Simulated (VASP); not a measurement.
# Au (P6_3/mmc) in VASP: further runs, part 2 of 2

VASP 6.6.1.

## Step 5: Single point, LDA (volume scaled by 1.02)

Input file INCAR:

```
SYSTEM = Au
PREC = Accurate
ENCUT = 520
EDIFF = 1E-6
ISMEAR = -1
SIGMA = 0.05
LREAL = .FALSE.
LASPH = .TRUE.
NELM = 100
ALGO = Normal
ISIF = 2
LWAVE = .FALSE.
LCHARG = .FALSE.
NBANDS = 18
```

Input file KPOINTS:

```
Automatic mesh
0
G
  11 11 6
  0 0 0
```

Input file POSCAR:

```
Au
1.0
    2.9192058577      0.0000000000      0.0000000000
   -1.4596029289      2.5281064317      0.0000000000
    0.0000000000      0.0000000000      4.9123188227
Au
2
Direct
    0.6666666667      0.3333333333      0.2500000000
    0.3333333333      0.6666666667      0.7500000000
```

Potentials or basis: VASP PAW LDA potentials, release 64 (Au).

Started as:

```bash
> cat potpaw_LDA.64/Au/POTCAR > POTCAR
> mpirun -np 1 vasp_std > vasp.out
```

OUTCAR:

```text
SYSTEM = Au
   PREC = Accurate
   ENCUT = 520
   EDIFF = 1E-6
   ISMEAR = -1
   LREAL = .FALSE.
   LASPH = .TRUE.
   NELM = 100
   ISIF = 2

 ion  position               nearest neighbor table
   1  0.667  0.333  0.250-   2 2.98   2 2.98   2 2.98   2 2.98   2 2.98   2 2.98
   2  0.333  0.667  0.750-   1 2.98   1 2.98   1 2.98   1 2.98   1 2.98   1 2.98

  LATTYP: Found a hexagonal cell.
 ALAT       =     2.9192058577
 C/A-ratio  =     1.6827586207

  Lattice vectors:

 A1 = (   2.9192058577,   0.0000000000,   0.0000000000)
 A2 = (  -1.4596029289,   2.5281064317,   0.0000000000)
 A3 = (   0.0000000000,   0.0000000000,   4.9123188227)

Analysis of symmetry for initial positions (statically):
=====================================================================
 Subroutine PRICEL returns:
 Original cell was already a primitive cell.

 Routine SETGRP: Setting up the symmetry group for a
 hexagonal supercell.

 Subroutine GETGRP returns: Found 24 space group operations
 (whereof 12 operations were pure point group operations)
 out of a pool of 24 trial point group operations.

The static configuration has the point symmetry D_3d.
 The point group associated with its full space group is D_6h.

Analysis of symmetry for dynamics (positions and initial velocities):
=====================================================================
 Subroutine PRICEL returns:
 Original cell was already a primitive cell.

 Routine SETGRP: Setting up the symmetry group for a
 hexagonal supercell.

 Subroutine GETGRP returns: Found 24 space group operations
 (whereof 12 operations were pure point group operations)
 out of a pool of 24 trial point group operations.

The dynamic configuration has the point symmetry D_3d.
 The point group associated with its full space group is D_6h.

 Subroutine INISYM returns: Found 24 space group operations
 (whereof 12 operations are pure point group operations),
 and found     1 'primitive' translations

----------------------------------------------------------------------------------------
[... 112 lines left out ...]
     AMIX     =   0.40;   BMIX     =  1.00
     AMIX_MAG =   1.60;   BMIX_MAG =  1.00
  volume/ion in A,a.u.               =      18.13       122.32
  Fermi-wavevector in a.u.,A,eV,Ry     =   1.386012  2.619182 26.137173  1.921028
  Thomas-Fermi vector in A             =   2.510368
   LORBIT       =      0    0 simple, 1 ext, 2 COOP (PROOUT), +10 PAW based schemes
   GGA     = CA    functional components
   LHFCALC =     F    Hartree Fock is set to
   AEXX    =    0.0000 exact exchange contribution
   IVDW    =     0    specifies the selected vdW correction
   LEPSILON=     F    determine dielectric tensor
   LRPA    =     F    only Hartree local field effects (RPA)
 non-spin polarized calculation
  energy-cutoff  :      520.00
  volume of cell :       36.25
 maximum number of plane-waves:      1003
 NGX is ok and might be reduce to    24
   NGX = 11   NGY = 11   NGZ = 19

 number of electron      21.9999999 magnetization

 Free energy of the ion-electron system (eV)
  ---------------------------------------------------
  ext. energy  EPLUGINS =         0.00000000
  ---------------------------------------------------
  free energy    TOTEN  =        -8.75325396 eV

  energy without entropy =       -8.74471457  energy(sigma->0) =       -8.74898426

 E-fermi :   8.2200     XC(G=0): -12.6276

 val. band max:        8.1952511332   @ k =   0.1818   0.1818   0.3333
 cond. band min:       8.2376866743   @ k =   0.2727   0.1818   0.5000
 fundamental gap:      0.0424355411
 Fermi energy:         8.2199773404

 k-point     1 :       0.0000    0.0000    0.0000
  band No.  band energies     occupation
      1      -1.0070      2.00000
      2       1.3723      2.00000
      3       3.7090      2.00000
      4       3.9847      2.00000
      5       3.9847      2.00000
      6       4.2625      2.00000
[... 481 lines left out ...]
      5       3.7998      2.00000
      6       4.2135      2.00000
[... 10 lines left out ...]
     17      24.0668      0.00000
     18      25.2184      0.00000

 [... further k-points ...]

------------------------ aborting loop because EDIFF is reached ----------------------------------------

  FORCE on cell =-STRESS in cart. coord.  units (eV):
  Direction    XX          YY          ZZ          XY          YZ          ZX
  --------------------------------------------------------------------------------------
  -------------------------------------------------------------------------------------
  Total       -2.8989528     -2.8989528     -2.8841084      0.0000000      0.0000000      0.0000000
  in kB     -128.1165108   -128.1165108   -127.4604779      0.0000000      0.0000000      0.0000000
  external PRESSURE =    -127.8978332 kB  Pullay stress =       0.0000000 kB

 VOLUME and BASIS-vectors are now :
 -----------------------------------------------------------------------------
  energy-cutoff  :      520.00
  volume of cell :       36.25
      direct lattice vectors                 reciprocal lattice vectors
     2.919205858  0.000000000  0.000000000     0.342558918  0.197776484  0.000000000
    -1.459602929  2.528106432  0.000000000     0.000000000  0.395552967  0.000000000
     0.000000000  0.000000000  4.912318823     0.000000000  0.000000000  0.203569849

 POSITION                                       TOTAL-FORCE (eV/Angst)
 -----------------------------------------------------------------------------------
      1.45960      0.84270      1.22808         0.000000      0.000000      0.000000
     -0.00000      1.68540      3.68424        -0.000000      0.000000      0.000000
 -----------------------------------------------------------------------------------
    total drift:                               -0.000000      0.000000     -0.000000

  FREE ENERGIE OF THE ION-ELECTRON SYSTEM (eV)
  ---------------------------------------------------
  free  energy   TOTEN  =        -8.7532539583 eV

  energy  without entropy=       -8.7447145661  energy(sigma->0) =       -8.74898426
```

stdout:

```text
POSCAR found type information on POSCAR Au
 POSCAR found :  1 types and       2 ions
 scaLAPACK will be used
 LDA part: xc-table for (Slater(with rela. corr.)+CA(PZ))
 , standard interpolation
 POSCAR, INCAR and KPOINTS ok, starting setup
 FFT: planning ... GRIDC
 FFT: planning ... GRID_SOFT
 FFT: planning ... GRID
 WAVECAR not read
 entering main loop
```

Run time: 26 s. Hardware: 1 thread of Intel Xeon 6975P-C, shared host; peak memory 0.16 GiB.

What came out:

| Quantity | Value |
| --- | --- |
| Free energy | -8.7533 eV |
| Pressure | -12.8 GPa |
| Band gap on the k mesh | zero (band 11 reaches 11.80 eV, above the bottom of band 12 at 5.72 eV) |

Levels at points of the mesh, in eV from the Fermi level:
```
           k point  band 7  band 8  band 9  band 10  band 11  band 12  band 13  band 14  band 15  band 16
(0.00, 0.00, 0.00)   -3.96   -3.31   -3.31    -2.08    -2.08    -0.87     2.39    14.65    15.62    16.70
(0.00, 0.00, 0.50)   -4.27   -4.27   -2.50    -2.50    -2.50    -2.50    10.20    10.20    14.90    14.90
```

Caveat: spin-orbit coupling is left out, which moves the levels of the heavy elements.

## Step 6: Single point, LDA (volume scaled by 1.04)

INCAR: that of step 5 with these lines changed.

```diff
@@ -12,3 +12,6 @@
 LWAVE = .FALSE.
-LCHARG = .FALSE.
+LCHARG = .TRUE.
+GGA = CA
+LELF = .TRUE.
+LVHAR = .TRUE.
 NBANDS = 18
```

KPOINTS is that of step 5.

Input file POSCAR:

```
Au
1.0
    2.9381622711      0.0000000000      0.0000000000
   -1.4690811355      2.5445231672      0.0000000000
    0.0000000000      0.0000000000      4.9442178906
Au
2
Direct
    0.6666666667      0.3333333333      0.2500000000
    0.3333333333      0.6666666667      0.7500000000
```

Potentials or basis: VASP PAW LDA potentials, release 64 (Au).

Started as:

```bash
> cat potpaw_LDA.64/Au/POTCAR > POTCAR
> mpirun -np 1 vasp_std > vasp.out
```

It took 29 s on 1 thread of Intel Xeon 6975P-C, shared host; peak memory 0.16 GiB.

It converged, with:

| Property | Result |
| --- | --- |
| Free energy | -8.6924 eV |
| Pressure | -14.8 GPa |
| Band gap on the k mesh | zero (band 11 reaches 11.43 eV, above the bottom of band 12 at 5.45 eV) |

Stress tensor (GPa, compression positive):
```
-14.95   0.00   0.00
  0.00 -14.95   0.00
  0.00   0.00 -14.62
```

Levels at points of the mesh, in eV from the Fermi level:
| k point | band 8 | band 9 | band 10 | band 11 | band 12 | band 13 | band 14 | band 15 |
| --- | --- | --- | --- | --- | --- | --- | --- | --- |
| (0.00, 0.00, 0.00) | -3.24 | -3.24 | -2.05 | -2.05 | -0.77 | 2.30 | 14.66 | 15.60 |
| (0.00, 0.00, 0.50) | -4.17 | -2.46 | -2.46 | -2.46 | -2.46 | 10.07 | 10.07 | 14.90 |

Caveat: spin-orbit coupling is left out, which moves the levels of the heavy elements.

## Step 7: Overview

```tsv
level	potentials or basis	cell	gap on the mesh (eV)	pressure (GPa)
LDA	VASP PAW LDA potentials, release 64 (Au)	a = 2.861, b = 2.861, c = 4.814 Å, angles 90.0, 90.0, 120.0°, 2 atoms	none	-4.4
LDA	VASP PAW LDA potentials, release 64 (Au)	a = 2.881, b = 2.881, c = 4.847 Å, angles 90.0, 90.0, 120.0°, 2 atoms	none	-7.6
PBEsol	VASP PAW PBE potentials, release 64 (Au)	a = 2.881, b = 2.881, c = 4.847 Å, angles 90.0, 90.0, 120.0°, 2 atoms	none	-3.8
LDA	VASP PAW LDA potentials, release 64 (Au)	a = 2.919, b = 2.919, c = 4.912 Å, angles 90.0, 90.0, 120.0°, 2 atoms	none	-12.8
LDA	VASP PAW LDA potentials, release 64 (Au)	a = 2.938, b = 2.938, c = 4.944 Å, angles 90.0, 90.0, 120.0°, 2 atoms	none	-14.8
```

Alike in all rows: task single point; no spin polarisation; k mesh 11 × 11 × 6; cutoff (eV) 520; smearing fermi-dirac 0.05 eV.

Caveats: spin-orbit coupling is left out, which moves the levels of the heavy elements; the PAW data sets were made with another functional, which shifts forces and pressure a little (some runs).

Total energies depend on the potentials used, so only differences within one code and one set of settings carry meaning.
